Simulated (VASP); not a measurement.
# TaSi2 (P6_422) in VASP: further runs, part 2 of 2

VASP 6.6.1. The steps go on from the part before.

## 3. Single point, PBEsol

This run uses another cell than the first one, of 14.30 Å³/atom, 0.988 times its volume.

Contents of INCAR:

```
ALGO = Normal ; EDIFF = 1E-6
ENCUT = 520 ; GGA = PS
ISIF = 2 ; ISMEAR = 0
LASPH = True ; LCHARG = True
LELF = True ; LREAL = False
LVHAR = True ; LWAVE = False
NBANDS = 38 ; NELM = 60
PREC = Accurate ; SIGMA = 0.1
```

Contents of KPOINTS:

```
k-points
0
Gamma
  12 12 6
```

Contents of POSCAR:

```
TaSi2
1.0
    4.7609902376      0.0000000000      0.0000000000
   -2.3804951188      4.1231384929      0.0000000000
    0.0000000000      0.0000000000      6.5561430421
Ta Si
3 6
Direct
    0.5000000000      0.0000000000      0.0000000000
    0.5000000000      0.5000000000      0.6666666667
    0.0000000000      0.5000000000      0.3333333333
    0.1592827542      0.3185655083      0.0000000000
    0.8407172458      0.1592827542      0.6666666667
    0.6814344917      0.8407172458      0.3333333333
    0.8407172458      0.6814344917      0.0000000000
    0.1592827542      0.8407172458      0.6666666667
    0.3185655083      0.1592827542      0.3333333333
```

Potentials or basis: VASP PAW PBE potentials, release 64 (Ta_pv, Si).

The run is started by

```
$ cat potpaw_PBE.64/Ta_pv/POTCAR potpaw_PBE.64/Si/POTCAR > POTCAR
$ mpirun -np 1 vasp_std > vasp.out
```

Run time: 11 min. Hardware: 1 thread of Intel Xeon 8259CL, shared host; peak memory 0.43 GiB.

Results (log left out):

* Free energy: -77.3539 eV
* Pressure: 0.3 GPa
* Largest force: 0.004 eV/Å

Forces in eV/Å, atoms in the order of the input:
```
Ta   0.000  0.000  0.000
Ta   0.000  0.000  0.000
Ta   0.000  0.000  0.000
Si   0.000 -0.004  0.000
Si   0.004 -0.002  0.000
Si   0.004  0.002  0.000
Si   0.000  0.004  0.000
Si  -0.004  0.002  0.000
Si  -0.004 -0.002  0.000
```

Stress tensor (GPa, compression positive):
```
0.28 0.00 0.00
0.00 0.28 0.00
0.00 0.00 0.36
```

Levels at points of the mesh, in eV from the Fermi level:
| k point | band 25 | band 26 | band 27 | band 28 | band 29 | band 30 | band 31 | band 32 | band 33 | band 34 |
| --- | --- | --- | --- | --- | --- | --- | --- | --- | --- | --- |
| (0.00, 0.00, 0.00) | -2.53 | -2.41 | -2.22 | -2.22 | -1.49 | 0.69 | 3.01 | 3.01 | 3.51 | 3.59 |
| (0.50, 0.00, 0.00) | -2.09 | -1.11 | -0.78 | -0.12 | -0.03 | 0.86 | 1.22 | 1.61 | 1.96 | 2.30 |
| (0.00, 0.00, 0.50) | -2.29 | -1.98 | -1.78 | -1.78 | 1.11 | 1.11 | 2.69 | 2.69 | 3.44 | 3.51 |
| (0.50, 0.00, 0.50) | -2.10 | -2.07 | -1.85 | -0.71 | -0.24 | 1.56 | 1.98 | 2.56 | 2.61 | 2.61 |

Caveat: the PAW data sets were made with another functional, which shifts forces and pressure a little; spin-orbit coupling is left out, which moves the levels of the heavy elements.

## 4. Single point, PBEsol

This run uses another cell than the first one, of 14.30 Å³/atom, 0.989 times its volume.

Contents of INCAR:

```
PREC = Accurate
ENCUT = 520
EDIFF = 1E-7
ISMEAR = -1
SIGMA = 0.15
LREAL = False
LASPH = True
NELM = 80
ALGO = Normal
ISIF = 2
LWAVE = False
LCHARG = False
GGA = PS
NBANDS = 38
```

Contents of KPOINTS:

```
regular mesh
0
Gamma
  12 12 6
```

Contents of POSCAR:

```
TaSi2
1.0
    4.7583353195      0.0000000000      0.0000000000
   -2.3791676597      4.1208392664      0.0000000000
    0.0000000000      0.0000000000      6.5651288659
Ta Si
3 6
Direct
    0.5000000000      0.0000000000      0.0000000000
    0.5000000000      0.5000000000      0.6666666667
    0.0000000000      0.5000000000      0.3333333333
    0.1597348069      0.3194696139      0.0000000000
    0.8402651931      0.1597348069      0.6666666667
    0.6805303861      0.8402651931      0.3333333333
    0.8402651931      0.6805303861      0.0000000000
    0.1597348069      0.8402651931      0.6666666667
    0.3194696139      0.1597348069      0.3333333333
```

The run is started by

```
$ cat potpaw_PBE.64/Ta_pv/POTCAR potpaw_PBE.64/Si/POTCAR > POTCAR
$ mpirun -np 1 vasp_std > vasp.out
```

Wall time 13 min (1 thread of Intel Xeon 8259CL, shared host); peak memory 0.43 GiB.

Results (log left out):

- Free energy: -77.4623 eV
- Pressure: 0.3 GPa

Forces on the atoms (eV/Å):
```
Ta   0.000  0.000  0.000
Ta   0.000  0.000  0.000
Ta   0.000  0.000  0.000
Si   0.000 -0.002  0.000
Si   0.002 -0.001  0.000
Si   0.002  0.001  0.000
Si   0.000  0.002  0.000
Si  -0.002  0.001  0.000
Si  -0.002 -0.001  0.000
```

Stress tensor (GPa, compression positive):
```
0.29 0.00 0.00
0.00 0.29 0.00
0.00 0.00 0.38
```

Levels at points of the mesh, in eV from the Fermi level:
```tsv
k point	band 26	band 27	band 28	band 29	band 30	band 31	band 32	band 33
(0.00, 0.00, 0.00)	-2.37	-2.21	-2.21	-1.48	0.70	3.04	3.04	3.51
(0.50, 0.00, 0.00)	-1.09	-0.77	-0.10	0.00	0.87	1.23	1.65	1.97
(0.00, 0.00, 0.50)	-1.94	-1.76	-1.76	1.11	1.11	2.71	2.71	3.44
(0.50, 0.00, 0.50)	-2.05	-1.83	-0.69	-0.21	1.58	2.01	2.58	2.62
```

Caveat: the PAW data sets were made with another functional, which shifts forces and pressure a little; spin-orbit coupling is left out, which moves the levels of the heavy elements.

## 5. Single point, PBEsol (strain along c alone, the other axes held: +2.0 %, then relaxed in part)

Contents of INCAR:

```
SYSTEM = TaSi2
  ALGO = Normal
  EDIFF = 1E-6
  ENCUT = 520
  GGA = PS
  ISIF = 2
  ISMEAR = 0
  LASPH = .True.
  LCHARG = .False.
  LREAL = .False.
  LWAVE = .False.
  NBANDS = 38
  NELM = 60
  PREC = Accurate
  SIGMA = 0.1
```

Contents of KPOINTS:

```
k-points
0
Gamma
  12 12 6
  0 0 0
```

Contents of POSCAR:

```
TaSi2
1.0
    4.7609902416      0.0000000000      0.0000000000
   -2.3804951208      4.1231384964      0.0000000000
    0.0000000000      0.0000000000      6.6872658962
Ta Si
3 6
Direct
    0.5000000000      0.0000000000      0.0000000000
    0.5000000000      0.5000000000      0.6666666667
    0.0000000000      0.5000000000      0.3333333333
    0.1598772233      0.3197544467      0.0000000000
    0.8401227767      0.1598772233      0.6666666667
    0.6802455533      0.8401227767      0.3333333333
    0.8401227767      0.6802455533      0.0000000000
    0.1598772233      0.8401227767      0.6666666667
    0.3197544467      0.1598772233      0.3333333333
```

The run is started by

```
$ cat potpaw_PBE.64/Ta_pv/POTCAR potpaw_PBE.64/Si/POTCAR > POTCAR
$ mpirun -np 1 vasp_std > vasp.out
```

Wall time 2.9 min (1 thread of Intel Xeon 6975P-C (Granite Rapids), shared host); peak memory 0.43 GiB.

The run converged. Its results:

| Quantity | Value |
| --- | --- |
| Free energy | -77.2883 eV |
| Pressure | -3.9 GPa |

Stress tensor (GPa, compression positive):
```
-1.63  0.00  0.00
 0.00 -1.63  0.00
 0.00  0.00 -8.32
```

Levels at points of the mesh, in eV from the Fermi level:
```
           k point  band 25  band 26  band 27  band 28  band 29  band 30  band 31  band 32  band 33  band 34
(0.00, 0.00, 0.00)    -2.40    -2.27    -2.14    -2.14    -1.44     0.61     3.02     3.02     3.24     3.53
(0.50, 0.00, 0.00)    -1.98    -1.05    -0.81    -0.16    -0.02     0.84     1.14     1.73     1.83     2.23
(0.00, 0.00, 0.50)    -2.24    -1.87    -1.69    -1.69     0.91     0.91     2.55     2.55     3.24     3.44
(0.50, 0.00, 0.50)    -2.05    -2.01    -1.89    -0.69    -0.10     1.52     1.96     2.51     2.52     2.55
```

Caveat: the cell differs from its parent crystal (strain along c alone, the other axes held: +2.0 %, then relaxed in part); the PAW data sets were made with another functional, which shifts forces and pressure a little; spin-orbit coupling is left out, which moves the levels of the heavy elements.

## 6. Single point, PBEsol (strain along c alone, the other axes held: +4.0 %, then relaxed in part)

Contents of INCAR:

```
PREC = Accurate
ENCUT = 520
EDIFF = 1E-7
ISMEAR = 0
SIGMA = 0.1
LREAL = False
LASPH = True
NELM = 60
ALGO = Normal
ISIF = 2
LWAVE = False
LCHARG = False
GGA = PS
NBANDS = 38
```

Contents of KPOINTS:

```
regular mesh
0
Gamma
  12 12 6
```

Contents of POSCAR:

```
TaSi2
1.0
    4.7609902416      0.0000000000      0.0000000000
   -2.3804951208      4.1231384964      0.0000000000
    0.0000000000      0.0000000000      6.8183887569
Ta Si
3 6
Direct
    0.5000000000      0.0000000000      0.0000000000
    0.5000000000      0.5000000000      0.6666666667
    0.0000000000      0.5000000000      0.3333333333
    0.1604816871      0.3209633742      0.0000000000
    0.8395183129      0.1604816871      0.6666666667
    0.6790366258      0.8395183129      0.3333333333
    0.8395183129      0.6790366258      0.0000000000
    0.1604816871      0.8395183129      0.6666666667
    0.3209633742      0.1604816871      0.3333333333
```

Potentials or basis: VASP PAW PBE potentials, release 64 (Ta_pv, Si).

The run is started by

```
$ cat potpaw_PBE.64/Ta_pv/POTCAR potpaw_PBE.64/Si/POTCAR > POTCAR
$ mpirun -np 1 vasp_std > vasp.out
```

Run time: 3.1 min. Hardware: 1 thread of Intel Xeon 6975P-C (Granite Rapids), shared host; peak memory 0.44 GiB.

Results (log left out):

| Item | Value |
| --- | --- |
| Free energy | -77.0963 eV |
| Pressure | -7.4 GPa |

Stress tensor (GPa, compression positive):
```
 -3.43   0.00   0.00
  0.00  -3.43   0.00
  0.00   0.00 -15.37
```

Levels at points of the mesh, in eV from the Fermi level:
```tsv
k point	band 25	band 26	band 27	band 28	band 29	band 30	band 31	band 32	band 33	band 34
(0.00, 0.00, 0.00)	-2.28	-2.13	-2.07	-2.07	-1.39	0.53	2.98	3.02	3.02	3.45
(0.50, 0.00, 0.00)	-1.88	-1.00	-0.85	-0.20	-0.07	0.82	1.10	1.73	1.85	2.15
(0.00, 0.00, 0.50)	-2.18	-1.76	-1.61	-1.61	0.70	0.70	2.41	2.41	3.03	3.35
(0.50, 0.00, 0.50)	-2.03	-1.92	-1.90	-0.67	0.02	1.43	1.92	2.31	2.36	2.45
```

Caveat: the cell differs from its parent crystal (strain along c alone, the other axes held: +4.0 %, then relaxed in part); the PAW data sets were made with another functional, which shifts forces and pressure a little; spin-orbit coupling is left out, which moves the levels of the heavy elements.

## 7. Summary

| cell | k mesh | smearing | gap on the mesh (eV) | pressure (GPa) |
| --- | --- | --- | --- | --- |
| a = 4.784, b = 4.784, c = 6.570 Å, angles 90.0, 90.0, 120.0°, 9 atoms | 6 × 6 × 4 | gaussian 0.1 eV | none | -1.9 |
| a = 4.761, b = 4.761, c = 6.556 Å, angles 90.0, 90.0, 120.0°, 9 atoms | 12 × 12 × 6 | gaussian 0.1 eV | none | 0.3 |
| a = 4.758, b = 4.758, c = 6.565 Å, angles 90.0, 90.0, 120.0°, 9 atoms | 12 × 12 × 6 | fermi-dirac 0.15 eV | none | 0.3 |
| a = 4.761, b = 4.761, c = 6.687 Å, angles 90.0, 90.0, 120.0°, 9 atoms | 12 × 12 × 6 | gaussian 0.1 eV | none | -3.9 |
| a = 4.761, b = 4.761, c = 6.818 Å, angles 90.0, 90.0, 120.0°, 9 atoms | 12 × 12 × 6 | gaussian 0.1 eV | none | -7.4 |

Alike in all rows: task single point; level PBEsol; potentials or basis VASP PAW PBE potentials, release 64 (Ta_pv, Si); no spin polarisation; cutoff (eV) 520.

Caveats: the PAW data sets were made with another functional, which shifts forces and pressure a little; spin-orbit coupling is left out, which moves the levels of the heavy elements.

Absolute energies hang on the potentials; compare differences alone.
